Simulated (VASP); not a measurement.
# NiO (Fm-3m) in VASP: further runs

Runs on NiO. Level: PBE+U. Tasks: single point, relaxation of volume and atoms at fixed shape.

Program: VASP 6.6.1. These are calculated values, not measurements. Logs are shortened: lines on timing, memory, paths and dates and some standing lists are left out, and cuts for length are marked.

**1. The cell of the first run**

The structure is cubic, space group Fm-3m (No. 225). The conventional cell has a = 4.254 Å, b = 4.254 Å, c = 4.254 Å, α = 90.00°, β = 90.00°, γ = 90.00°. Ni (site symmetry m-3m) has 6 O at 2.13 Å within 2.8 Å. O (site symmetry m-3m) has 6 Ni at 2.13 Å within 2.8 Å.

**2. Single point, PBE+U, collinear spin, ferromagnetic start**

INCAR reads:

```
PREC = Accurate
ENCUT = 700
EDIFF = 1E-6
ISMEAR = -1
SIGMA = 0.05
LREAL = F
LASPH = T
NELM = 200
ALGO = Normal
ISIF = 2
LWAVE = F
LCHARG = F
ISPIN = 2
MAGMOM = 1.5 0
LORBIT = 11
LMAXMIX = 4
LDAU = T
LDAUTYPE = 2
LDAUL = 2 -1
LDAUU = 4 0
LDAUJ = 0 0
LDAUPRINT = 1
GGA = PE
NBANDS = 23
GGA_COMPAT = F
```

KPOINTS reads:

```
regular mesh
0
Gamma
  7 7 7
```

POSCAR reads:

```
NiO
1.0
    0.0000000000      2.1269610894      2.1269610894
    2.1269610894      0.0000000000      2.1269610894
    2.1269610894      2.1269610894      0.0000000000
Ni O
1 1
Direct
    0.0000000000      0.0000000000      0.0000000000
    0.5000000000      0.5000000000      0.5000000000
```

Potentials or basis: VASP PAW PBE potentials, release 64 (Ni_sv_GW, O).

The run is started by

```
> cat potpaw_PBE.64/Ni_sv_GW/POTCAR potpaw_PBE.64/O/POTCAR > POTCAR
> mpirun -np 1 vasp_std > vasp.out
```

OUTCAR:

```text
PREC = Accurate
   ENCUT = 700
   EDIFF = 1E-6
   ISMEAR = -1
   LREAL = F
   LASPH = T
   NELM = 200
   ISIF = 2
   ISPIN = 2
   LORBIT = 11
   GGA = PE

 ion  position               nearest neighbor table
   1  0.000  0.000  0.000-   2 2.13   2 2.13   2 2.13   2 2.13   2 2.13   2 2.13
   2  0.500  0.500  0.500-   1 2.13   1 2.13   1 2.13   1 2.13   1 2.13   1 2.13

  LATTYP: Found a face centered cubic cell.
 ALAT       =     4.2539221788

  Lattice vectors:

 A1 = (   0.0000000000,   2.1269610894,   2.1269610894)
 A2 = (   2.1269610894,   0.0000000000,   2.1269610894)
 A3 = (   2.1269610894,   2.1269610894,   0.0000000000)

Analysis of symmetry for initial positions (statically):
=====================================================================
 Subroutine PRICEL returns:
 Original cell was already a primitive cell.

 Routine SETGRP: Setting up the symmetry group for a
 face centered cubic supercell.

 Subroutine GETGRP returns: Found 48 space group operations
 (whereof 48 operations were pure point group operations)
 out of a pool of 48 trial point group operations.

The static configuration has the point symmetry O_h .

Analysis of symmetry for dynamics (positions and initial velocities):
=====================================================================
 Subroutine PRICEL returns:
 Original cell was already a primitive cell.

 Routine SETGRP: Setting up the symmetry group for a
 face centered cubic supercell.

 Subroutine GETGRP returns: Found 48 space group operations
 (whereof 48 operations were pure point group operations)
 out of a pool of 48 trial point group operations.

The dynamic configuration has the point symmetry O_h .

Analysis of structural, dynamic, and magnetic symmetry:
=====================================================================
 Subroutine PRICEL returns:
 Original cell was already a primitive cell.

 Routine SETGRP: Setting up the symmetry group for a
 face centered cubic supercell.

 Subroutine GETGRP returns: Found 48 space group operations
 (whereof 48 operations were pure point group operations)
 out of a pool of 48 trial point group operations.

The overall configuration has the point symmetry O_h .

 Subroutine INISYM returns: Found 48 space group operations
 (whereof 48 operations are pure point group operations),
 and found     1 'primitive' translations

----------------------------------------------------------------------------------------

                                     Primitive cell

  volume of cell :      19.2446

  direct lattice vectors                    reciprocal lattice vectors
     0.000000000  2.126961089  2.126961089    -0.235077173  0.235077173  0.235077173
     2.126961089  0.000000000  2.126961089     0.235077173 -0.235077173  0.235077173
     2.126961089  2.126961089  0.000000000     0.235077173  0.235077173 -0.235077173

  length of vectors
     3.007977219  3.007977219  3.007977219     0.407165607  0.407165607  0.407165607

  position of ions in fractional coordinates (direct lattice)
     0.000000000  0.000000000  0.000000000
     0.500000000  0.500000000  0.500000000

  ion indices of the primitive-cell ions
   primitive index   ion index
                 1           1
                 2           2

----------------------------------------------------------------------------------------

 KPOINTS: regular mesh

Automatic generation of k-mesh.
 Grid dimensions read from file:
 generate k-points for:    7    7    7

 Generating k-lattice:

  Cartesian coordinates                     Fractional coordinates (reciprocal lattice)
    -0.033582453  0.033582453  0.033582453     0.142857143  0.000000000  0.000000000
     0.033582453 -0.033582453  0.033582453     0.000000000  0.142857143  0.000000000
     0.033582453  0.033582453 -0.033582453     0.000000000  0.000000000  0.142857143

  Length of vectors
     0.058166515  0.058166515  0.058166515

  Shift w.r.t. Gamma in fractional coordinates (k-lattice)
     0.000000000  0.000000000  0.000000000

 Subroutine IBZKPT returns following result:
 ===========================================

 Found     20 irreducible k-points:

 Following reciprocal coordinates:
            Coordinates               Weight
  0.000000  0.000000  0.000000      1.000000
  0.142857  0.000000  0.000000      8.000000
  0.285714  0.000000  0.000000      8.000000
  0.428571  0.000000  0.000000      8.000000
  0.142857  0.142857  0.000000      6.000000
  0.285714  0.142857  0.000000     24.000000
[... 12 lines left out ...]
 -0.428571  0.428571  0.142857     24.000000
 -0.285714  0.428571  0.142857     24.000000
   k-points           NKPTS =     20   k-points in BZ     NKDIM =     20   number of bands    NBANDS=     23
   number of dos      NEDOS =    301   number of ions     NIONS =      2
   total plane-waves  NPLWV =  21952
   dimension x,y,z NGX =    28 NGY =   28 NGZ =   28
   dimension x,y,z NGXF=    56 NGYF=   56 NGZF=   56
   ions per type =               1   1
   NGX,Y,Z   is equivalent  to a cutoff of  15.48, 15.48, 15.48 a.u.
   NGXF,Y,Z  is equivalent  to a cutoff of  30.95, 30.95, 30.95 a.u.
 SYSTEM =  unknown system
   PREC   = accura    normal or accurate (medium, high low for compatibility)
   ISTART =      0    job   : 0-new  1-cont  2-samecut
   ICHARG =      2    charge: 1-file 2-atom 10-const
   ISPIN  =      2    spin polarized calculation?
   LNONCOLLINEAR =      F non collinear calculations
   LSORBIT =      F    spin-orbit coupling
   LASPH  =      T    aspherical Exc in radial PAW
   ENCUT  =  700.0 eV  51.45 Ry    7.17 a.u.   6.49  6.49  6.49*2*pi/ulx,y,z
   NELM   =    200;   NELMIN=  2; NELMDL= -5     # of ELM steps
   EDIFF  = 0.1E-05   stopping-criterion for ELM
   LREAL  =      F    real-space projection
[... 7 lines left out ...]
   TEBEG  =    0.0;   TEEND  =   0.0 temperature during run
   PSTRESS=    0.0 pullay stress
   NELECT =      24.0000    total number of electrons
   NUPDOWN=      -1.0000    fix difference up-down
   EMIN   =  10.00;   EMAX   =-10.00  energy-range for DOS
   EFERMI =   0.00;   METHOD = LEGACY
   ISMEAR =    -1;   SIGMA  =   0.05  broadening in eV -4-tet -1-fermi 0-gaus
   EFERMI_NEDOS =   21; number of points for ismear=-14 and -15
   IALGO  =     38    algorithm
   IMIX   =      4    mixing-type and parameters
     AMIX     =   0.40;   BMIX     =  1.00
     AMIX_MAG =   1.60;   BMIX_MAG =  1.00
  volume/ion in A,a.u.               =       9.62        64.93
  Fermi-wavevector in a.u.,A,eV,Ry     =   1.762148  3.329977 42.248340  3.105165
  Thomas-Fermi vector in A             =   2.830578
   LORBIT       =     11    0 simple, 1 ext, 2 COOP (PROOUT), +10 PAW based schemes
 LDA+U is selected, type is set to LDAUTYPE =  2
   angular momentum for each species LDAUL =     2   -1
   U (eV)           for each species LDAUU =   4.0  0.0
   J (eV)           for each species LDAUJ =   0.0  0.0
   GGA     = PE    functional components
   LHFCALC =     F    Hartree Fock is set to
   AEXX    =    0.0000 exact exchange contribution
   IVDW    =     0    specifies the selected vdW correction
   LEPSILON=     F    determine dielectric tensor
   LRPA    =     F    only Hartree local field effects (RPA)
 spin polarized calculation
  energy-cutoff  :      700.00
  volume of cell :       19.24
 maximum number of plane-waves:       869
 NGX is ok and might be reduce to    28
   NGX = 13   NGY = 13   NGZ = 13

atom =   1  type =  1  l = 2

 onsite density matrix

spin component  1

  0.9344  0.0000  0.0000  0.0000  0.0000
  0.0000  0.9344 -0.0000  0.0000 -0.0000
  0.0000 -0.0000  0.9644  0.0000  0.0000
  0.0000  0.0000  0.0000  0.9344  0.0000
  0.0000 -0.0000  0.0000  0.0000  0.9644

spin component  2

  0.9267  0.0000 -0.0000  0.0000 -0.0000
  0.0000  0.9267  0.0000  0.0000  0.0000
 -0.0000  0.0000  0.1138 -0.0000 -0.0000
  0.0000  0.0000 -0.0000  0.9267 -0.0000
 -0.0000  0.0000 -0.0000 -0.0000  0.1138

 occupancies and eigenvectors

  o =  0.1138  v =  0.0000  0.0000  0.0000  0.0000  0.0000  0.0000 -0.0000 -0.1933 -0.0000  0.9811      0.0000  0.0000  0.0000  0.0000  0.0000  0.0000  0.0000  0.0000  0.0000  0.0000
  o =  0.1138  v =  0.0000  0.0000  0.0000  0.0000  0.0000  0.0000 -0.0000  0.9811 -0.0000  0.1933      0.0000  0.0000  0.0000  0.0000  0.0000  0.0000  0.0000  0.0000  0.0000  0.0000
  o =  0.9267  v =  0.0000  0.0000  0.0000  0.0000  0.0000  0.0000 -0.8487 -0.0000 -0.5289 -0.0000      0.0000  0.0000  0.0000  0.0000  0.0000  0.0000  0.0000  0.0000  0.0000  0.0000
  o =  0.9267  v =  0.0000  0.0000  0.0000  0.0000  0.0000  0.0000 -0.5289 -0.0000  0.8487 -0.0000      0.0000  0.0000  0.0000  0.0000  0.0000  0.0000  0.0000  0.0000  0.0000  0.0000
  o =  0.9267  v =  0.0000  0.0000  0.0000  0.0000  0.0000  1.0000  0.0000  0.0000  0.0000  0.0000      0.0000  0.0000  0.0000  0.0000  0.0000  0.0000  0.0000  0.0000  0.0000  0.0000
  o =  0.9344  v =  0.0000  0.0789 -0.0000  0.9969 -0.0000  0.0000  0.0000  0.0000  0.0000  0.0000      0.0000  0.0000  0.0000  0.0000  0.0000  0.0000  0.0000  0.0000  0.0000  0.0000
  o =  0.9344  v =  1.0000  0.0000  0.0000  0.0000  0.0000  0.0000  0.0000  0.0000  0.0000  0.0000      0.0000  0.0000  0.0000  0.0000  0.0000  0.0000  0.0000  0.0000  0.0000  0.0000
  o =  0.9344  v =  0.0000 -0.9969  0.0000  0.0789  0.0000  0.0000  0.0000  0.0000  0.0000  0.0000      0.0000  0.0000  0.0000  0.0000  0.0000  0.0000  0.0000  0.0000  0.0000  0.0000
  o =  0.9644  v =  0.0000  0.0000  0.9977  0.0000  0.0674  0.0000  0.0000  0.0000  0.0000  0.0000      0.0000  0.0000  0.0000  0.0000  0.0000  0.0000  0.0000  0.0000  0.0000  0.0000
  o =  0.9644  v =  0.0000 -0.0000  0.0674  0.0000 -0.9977  0.0000  0.0000  0.0000  0.0000  0.0000      0.0000  0.0000  0.0000  0.0000  0.0000  0.0000  0.0000  0.0000  0.0000  0.0000

 number of electron      23.9999990 magnetization       1.9999644

 Free energy of the ion-electron system (eV)
  ---------------------------------------------------
  ext. energy  EPLUGINS =         0.00000000
  ---------------------------------------------------
  free energy    TOTEN  =       -10.94370944 eV

  energy without entropy =      -10.94370943  energy(sigma->0) =      -10.94370943

 E-fermi :   6.5867     XC(G=0): -12.6877

 val. band max:        5.6735061969   @ k =   0.4286   0.0000   0.0000
 cond. band min:       7.3980972768   @ k =   0.0000   0.0000   0.0000
 fundamental gap:      1.7245910799
 Fermi energy:         6.5866736212

 spin component 1

 k-point     1 :       0.0000    0.0000    0.0000
  band No.  band energies     occupation
      1     -98.4630      1.00000
      2     -58.8347      1.00000
      3     -58.8347      1.00000
      4     -58.8347      1.00000
      5     -13.2703      1.00000
      6       1.0150      1.00000
[... 15 lines left out ...]
     22      30.7277      0.00000
     23      30.7277      0.00000
[... 470 lines left out ...]
  band No.  band energies     occupation
      1     -98.4595      1.00000
      2     -58.8500      1.00000
      3     -58.8489      1.00000
      4     -58.8421      1.00000
      5     -11.8856      1.00000
      6      -0.2825      1.00000
[... 15 lines left out ...]
     22      36.4986      0.00000
     23      40.0937      0.00000
 Fermi energy:         6.5866736212

 spin component 2

 k-point     1 :       0.0000    0.0000    0.0000
  band No.  band energies     occupation
      1     -96.2425      1.00000
      2     -56.6663      1.00000
      3     -56.6663      1.00000
      4     -56.6662      1.00000
      5     -12.9156      1.00000
      6       2.9325      1.00000
[... 15 lines left out ...]
     22      32.4068      0.00000
     23      32.4069      0.00000
[... 471 lines left out ...]
      1     -96.2386      1.00000
      2     -56.6836      1.00000
      3     -56.6823      1.00000
      4     -56.6747      1.00000
      5     -11.3942      1.00000
      6       0.6651      1.00000
[... 15 lines left out ...]
     22      37.3688      0.00000
     23      40.6380      0.00000

------------------------ aborting loop because EDIFF is reached ----------------------------------------

  FORCE on cell =-STRESS in cart. coord.  units (eV):
  Direction    XX          YY          ZZ          XY          YZ          ZX
  --------------------------------------------------------------------------------------
  -------------------------------------------------------------------------------------
  Total       -0.2297062     -0.2297062     -0.2297062     -0.0000000      0.0000000     -0.0000000
  in kB      -19.1238243    -19.1238243    -19.1238243     -0.0000000      0.0000000     -0.0000000
  external PRESSURE =     -19.1238243 kB  Pullay stress =       0.0000000 kB

 VOLUME and BASIS-vectors are now :
 -----------------------------------------------------------------------------
  energy-cutoff  :      700.00
  volume of cell :       19.24
      direct lattice vectors                 reciprocal lattice vectors
     0.000000000  2.126961089  2.126961089    -0.235077173  0.235077173  0.235077173
     2.126961089  0.000000000  2.126961089     0.235077173 -0.235077173  0.235077173
     2.126961089  2.126961089  0.000000000     0.235077173  0.235077173 -0.235077173

 POSITION                                       TOTAL-FORCE (eV/Angst)
 -----------------------------------------------------------------------------------
      0.00000      0.00000      0.00000        -0.000000     -0.000000     -0.000000
      2.12696      2.12696      2.12696         0.000000      0.000000      0.000000
 -----------------------------------------------------------------------------------
    total drift:                                0.000000      0.000000      0.000000

  FREE ENERGIE OF THE ION-ELECTRON SYSTEM (eV)
  ---------------------------------------------------
  free  energy   TOTEN  =       -10.9437094355 eV

  energy  without entropy=      -10.9437094338  energy(sigma->0) =      -10.94370943

 total charge

# of ion       s       p       d       f       tot
--------------------------------------------------
    1        2.153   6.203   7.714   0.008  16.078
    2        1.545   3.455   0.000   0.000   5.001
--------------------------------------------------
tot          3.699   9.658   7.714   0.008  21.079

 magnetization (x)

# of ion       s       p       d       f       tot
--------------------------------------------------
    1        0.009   0.012   1.723   0.001   1.745
    2        0.023   0.189   0.000   0.000   0.212
--------------------------------------------------
tot          0.033   0.201   1.723   0.001   1.958
```

Wall time 24 s (1 thread of Intel Xeon 6975P-C (Granite Rapids), shared host); peak memory 0.19 GiB.

Results:

```
Free energy                                           : -10.9437 eV
Pressure                                              : -1.9 GPa
Band gap on the k mesh                                : 1.72 eV (least direct gap 2.56 eV)
Net moment                                            : 2.00 μB per cell
Site moments                                          : Ni +1.75; O +0.21 μB
Valence electrons inside the program's atomic spheres : Ni 16.08; O 5.00
```

Levels at points of the mesh, in eV from the valence-band top:
Spin up:
| k point | band 11 | band 12 | band 13 | band 14 | band 15 | band 16 |
| --- | --- | --- | --- | --- | --- | --- |
| (0.00, 0.00, 0.00) | -1.79 | -1.79 | -1.79 | 1.88 | 18.18 | 18.62 |
Spin down:
```csv
k point,band 8,band 9,band 10,band 11,band 12,band 13,band 14,band 15
"(0.00, 0.00, 0.00)",-2.74,-1.39,-1.39,-1.39,1.72,1.72,2.24,18.12
```

Eigenvalues of the final occupation matrices:
```
    site  spin  trace               eigenvalues
site 1 d     1   4.73  0.93 0.93 0.93 0.96 0.96
site 1 d     2   3.01  0.11 0.11 0.93 0.93 0.93
```

Caveat: an odd mesh through Γ misses points on the zone boundary, where band edges can lie; a cell with one magnetic atom can't hold antiferromagnetic order, which such compounds often take.

**3. Relaxation of volume and atoms at fixed shape, PBE+U, collinear spin, ferromagnetic start**

This run uses another cell than the first one, of 9.08 Å³/atom.

INCAR reads:

```
PREC = Accurate
ENCUT = 700
EDIFF = 1E-7
ISMEAR = -1
SIGMA = 0.05
LREAL = False
LASPH = True
NELM = 200
ALGO = Normal
ISIF = 8
LWAVE = False
LCHARG = False
ISPIN = 2
MAGMOM = 1.5 0
LORBIT = 11
LMAXMIX = 4
LDAU = True
LDAUTYPE = 2
LDAUL = 2 -1
LDAUU = 4 0
LDAUJ = 0 0
LDAUPRINT = 1
GGA = PE
IBRION = 2
NSW = 80
EDIFFG = -0.01
GGA_COMPAT = False
NELMIN = 4
```

KPOINTS is that of step 2.

POSCAR reads:

```
NiO
1.0
    0.0000000000      2.0859020000      2.0859020000
    2.0859020000      0.0000000000      2.0859020000
    2.0859020000      2.0859020000      0.0000000000
Ni O
1 1
Direct
    0.0000000000      0.0000000000      0.0000000000
    0.5000000000      0.5000000000      0.5000000000
```

Potentials or basis: VASP PAW PBE potentials, release 64 (Ni_sv_GW, O).

The run is started by

```
> cat potpaw_PBE.64/Ni_sv_GW/POTCAR potpaw_PBE.64/O/POTCAR > POTCAR
> mpirun -np 1 vasp_std > vasp.out
```

It took 56 s on 1 thread of Intel Xeon 6975P-C (Granite Rapids), shared host; peak memory 0.19 GiB.

The run converged. Its results:

- Free energy: -10.9366 eV
- Relaxed volume: 9.51 Å³/atom
- Relaxed cell: a = 2.997 Å, b = 2.997 Å, c = 2.997 Å, α = 60.00°, β = 60.00°, γ = 60.00°
- Space group after relaxing (to 0.1 Å): Fm-3m (No. 225)
- Energy gained by relaxing: 13.3 meV/atom
- Ionic steps: 3
- Pressure after relaxing: 0.0 GPa
- Band gap on the k mesh: 1.70 eV (least direct gap 2.56 eV)
- Net moment: 2.00 μB per cell
- Site moments: Ni +1.74; O +0.21 μB
- Valence electrons inside the program's atomic spheres: Ni 16.09; O 5.01

Step by step:
```
step  energy change (eV)  largest force (eV/Å)  pressure (GPa)  volume (Å³)
   1              0.0000                0.0000           10.19        18.15
   2             -0.0124                0.0000           -6.41        19.71
   3             -0.0265                0.0000           -0.01        19.03
```

Final structure:
```
Ni O
1.0
     0.00000    2.11887    2.11887
     2.11887    0.00000    2.11887
     2.11887    2.11887    0.00000
Ni O
1 1
Direct
  0.00000 0.00000 0.00000
  0.50000 0.50000 0.50000
```

Levels at points of the mesh, in eV from the valence-band top:
Spin up:
| k point | band 11 | band 12 | band 13 | band 14 | band 15 | band 16 |
| --- | --- | --- | --- | --- | --- | --- |
| (0.00, 0.00, 0.00) | -1.84 | -1.84 | -1.84 | 1.93 | 18.21 | 18.69 |
Spin down:
| k point | band 7 | band 8 | band 9 | band 10 | band 11 | band 12 | band 13 | band 14 | band 15 | band 16 |
| --- | --- | --- | --- | --- | --- | --- | --- | --- | --- | --- |
| (0.00, 0.00, 0.00) | -2.77 | -2.77 | -1.44 | -1.44 | -1.44 | 1.70 | 1.70 | 2.30 | 18.15 | 18.92 |

Eigenvalues of the final occupation matrices:
```csv
site,spin,trace,eigenvalues
site 1 d,1,4.73,0.93 0.93 0.93 0.97 0.97
site 1 d,2,3.01,0.11 0.11 0.93 0.93 0.93
```

Caveat: an odd mesh through Γ misses points on the zone boundary, where band edges can lie; a cell with one magnetic atom can't hold antiferromagnetic order, which such compounds often take. The state reached can hang on the start; a lower one may exist.
